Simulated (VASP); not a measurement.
Runs of VASP 6.6.1 on NaF. The structure is cubic, space group Fm-3m (No. 225). Conventional cell: a = 4.594 Å, b = 4.594 Å, c = 4.594 Å, α = 90.00°, β = 90.00°, γ = 90.00°. Within 3.0 Å of Na (site symmetry m-3m) lie 6 F at 2.30 Å. Within 3.0 Å of F (site symmetry m-3m) lie 6 Na at 2.30 Å. 

```csv
level,potentials or basis,k mesh,cutoff (eV),smearing,grid for exact exchange (PRECFOCK),share of exact exchange,screening parameter,gap on the mesh (eV),pressure (GPa)
PBE,"VASP PAW PBE potentials, release 64 (Na_pv, F)",6 × 6 × 6,520,methfessel-paxton 0.05 eV,-,-,-,6.44,3.5
LDA,"VASP PAW LDA potentials, release 64 (Na_pv, F)",4 × 4 × 4,600,gaussian 0.01 eV,-,-,-,6.09,-3.4
PBE-based screened hybrid,"VASP PAW PBE potentials, release 64 (Na_pv, F)",4 × 4 × 4,520,gaussian 0.01 eV,Normal,0.5,0.5 1/Å,(c),0.1
HSE06,"VASP PAW PBE potentials, release 64 (Na_pv, F)",4 × 4 × 4,520,gaussian 0.01 eV,Normal,-,0.2079 1/Å,8.61,1.6
PBEsol,"VASP PAW PBE potentials, release 64 (Na_pv, F)",6 × 6 × 6,520,gaussian 0.01 eV,-,-,-,6.30,(b)
PBE,"VASP PAW PBE potentials, release 64 (Na_pv, F)",6 × 6 × 6,520,gaussian 0.01 eV,-,-,-,6.44,3.5
PBE-based screened hybrid,"VASP PAW PBE potentials, release 64 (Na_pv, F)",4 × 4 × 4,520,gaussian 0.01 eV,Normal,1,0.2078 1/Å,(a),-3.4
PBE,"VASP PAW PBE potentials, release 64 (Na_pv, F)",4 × 4 × 4,600,gaussian 0.01 eV,-,-,-,6.44,3.4
HSE06,"VASP PAW PBE potentials, release 64 (Na_pv, F)",4 × 4 × 4,520,methfessel-paxton 0.05 eV,Normal,-,0.2079 1/Å,8.61,1.6
PBE-based screened hybrid,"VASP PAW PBE potentials, release 64 (Na_pv, F)",4 × 4 × 4,520,gaussian 0.01 eV,Normal,0.05,0.1 1/Å,6.95,3.1
```

Alike in all rows: task single point; no spin polarisation; cell as given.

Task: Estimate the missing entries.

Result: (a) 15.45; (b) 1.1; (c) 9.26.

Caveats: some runs use coarse meshes; the PAW data sets were made with another functional, which shifts forces and pressure a little (some runs).

